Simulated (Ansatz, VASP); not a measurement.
Ta in VASP and in Ansatz

INCAR

```
PREC     = Accurate       # precision mode
ENCUT    = 600            # plane-wave cutoff, eV
EDIFF    = 1E-6           # SCF threshold, eV
ISMEAR   = -1             # smearing method
SIGMA    = 0.05           # smearing width, eV
LREAL    = F              # projectors in reciprocal space
LASPH    = T              # aspherical terms in the spheres
NELM     = 80             # most SCF steps
ALGO     = Normal         # electronic algorithm
ISIF     = 3              # what is computed and relaxed
LWAVE    = F              # write WAVECAR
LCHARG   = F              # write CHGCAR
GGA      = RE             # functional
IVDW     = 13             # dispersion correction
IBRION   = 2              # ionic algorithm
NSW      = 60             # ionic steps
EDIFFG   = -0.01          # ionic threshold
```

KPOINTS

```
Automatic mesh
0
Gamma
  11 11 5
```

POSCAR

```
Ta
1.0
    2.9003720726      0.0000000000      0.0000000000
   -1.4501860363      2.5117958953      0.0000000000
    0.0000000000      0.0000000000      5.1662740000
Ta
2
Direct
    0.3333333333      0.6666666667      0.2500000000
    0.6666666667      0.3333333333      0.7500000000
```

input.yaml

```yaml
crystal:
  lattice:
    - [2.9003720726, 0.0, 0.0]
    - [-1.4501860363, 2.5117958953, 0.0]
    - [0.0, 0.0, 5.166274]
  atoms:
    - { symbol: Ta, position: [0.3333333333, 0.6666666667, 0.25] }
    - { symbol: Ta, position: [0.6666666667, 0.3333333333, 0.75] }
hamiltonian:
  xc: revpbe
  pseudopotentials: { kind: paw }
  dispersion: d4
kpoints:
  mp_grid: { grid: [11, 11, 5] }
scf:
  occupations: { method: fermi_dirac, width: 0.05 }
output:
  forces: true
  stress: true
  eigenvalues: true
  write_density: true
  write_potential: true
  elf: true
  volumetric_format: npy
relax:
  f_tol: 0.01
  max_steps: 40
  cell: { stress_tol: 0.05 }
```

Alike in both runs: task relaxation of cell and atoms; functional revPBE; dispersion D4; k mesh 11 × 11 × 5; occupations fermi-dirac, width 0.05 eV; no spin polarisation.

|  | VASP | Ansatz |
| --- | --- | --- |
| version | VASP 6.6.1 | Ansatz 0.2.0 |
| potentials or method | VASP PAW PBE potentials, release 64 (Ta_pv) | Ansatz PAW |
| plane-wave cutoff (eV) | 600 | 420 |
| valence electrons in the cell | 22 | 26 |

Ansatz gave:

* gap on the k mesh at the Fermi level, each at its own relaxed structure (eV): none
* relaxed volume (Å³/atom): 18.61
* relaxed cell length with the largest relative difference (Å): 5.152

Q: Which values does VASP return?

A: gap on the k mesh at the Fermi level, each at its own relaxed structure (eV): none; relaxed volume (Å³/atom): 18.61; relaxed cell length with the largest relative difference (Å): 5.154.

VASP's potentials were made for PBE, not for revPBE. A gap of «none» marks a metal or a gap that the smearing closes. VASP's potentials hold 22 valence electrons a cell and Ansatz's 26, so a difference there can come from the potentials and not from the codes.

Neither program's run includes spin-orbit coupling. Noted on Ansatz's run: the plane-wave basis is chosen anew once the cell has moved, so the energies of steps on either side of that aren't comparable.
